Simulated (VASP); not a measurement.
Here is a VASP 6.6.1 calculation.

Contents of INCAR:

```
ALGO     = Normal         # electronic algorithm
DIPOL    = 0.5 0.5 0.323
EDIFF    = 1E-6           # SCF threshold, eV
ENCUT    = 520            # plane-wave cutoff, eV
GGA      = PE             # functional
IDIPOL   = 3            
ISIF     = 2              # what is computed and relaxed
ISMEAR   = 0              # smearing method
ISPIN    = 2              # spin polarisation
IVDW     = 12             # dispersion correction
LASPH    = True           # aspherical terms in the spheres
LCHARG   = True           # write CHGCAR
LDIPOL   = True         
LELF     = True           # ELF
LMAXMIX  = 4              # l up to which the mixer works
LORBIT   = 11             # projections on sites
LREAL    = False          # projectors in reciprocal space
LVACPOTAV= True         
LVHAR    = True         
LWAVE    = False          # write WAVECAR
MAGMOM   = 0 0 0 0 0 0 1  # initial moments
NBANDS   = 38             # bands
NELM     = 150            # most SCF steps
PREC     = Accurate       # precision mode
SIGMA    = 0.05           # smearing width, eV
```

Contents of KPOINTS:

```
k-points
0
Gamma
  9 9 1
```

The input POSCAR:

```
Hf2BrO4
1.0
    3.5874453662      0.0000000000      0.0000000000
   -1.7937226831      3.1068188218      0.0000000000
    0.0000000000      0.0000000000     21.3612281216
O Hf Br
4 2 1
Direct
    0.0000000000      0.0000000000      0.1872551511
    0.3333333333      0.6666666667      0.2558171472
    0.6666666667      0.3333333333      0.3197112957
    0.0000000000      0.0000000000      0.3914207589
    0.6666666667      0.3333333333      0.2215361492
    0.3333333333      0.6666666667      0.3544180163
    0.6666666667      0.3333333333      0.5318621222
```

Potentials or basis: VASP PAW PBE potentials, release 64 (O, Hf_pv, Br).

Command:

```console
$ cat potpaw_PBE.64/O/POTCAR potpaw_PBE.64/Hf_pv/POTCAR potpaw_PBE.64/Br/POTCAR > POTCAR
$ mpirun -np 1 vasp_std > vasp.out
```

**Question.** Predict the largest force.

**Answer.** 0.557 eV/Å.

**Question.** Estimate the dispersion energy per atom.

**Answer.** -0.164 eV.

Forces in eV/Å, atoms in the order of the input:
```
O    0.000  0.000 -0.503
O    0.000  0.000  0.215
O    0.000  0.000 -0.070
O    0.000  0.000 -0.388
Hf   0.000  0.000  0.557
Hf   0.000  0.000  0.203
Br   0.000  0.000 -0.014
```

Caveat: a moment this small can come from the mesh or the smearing.
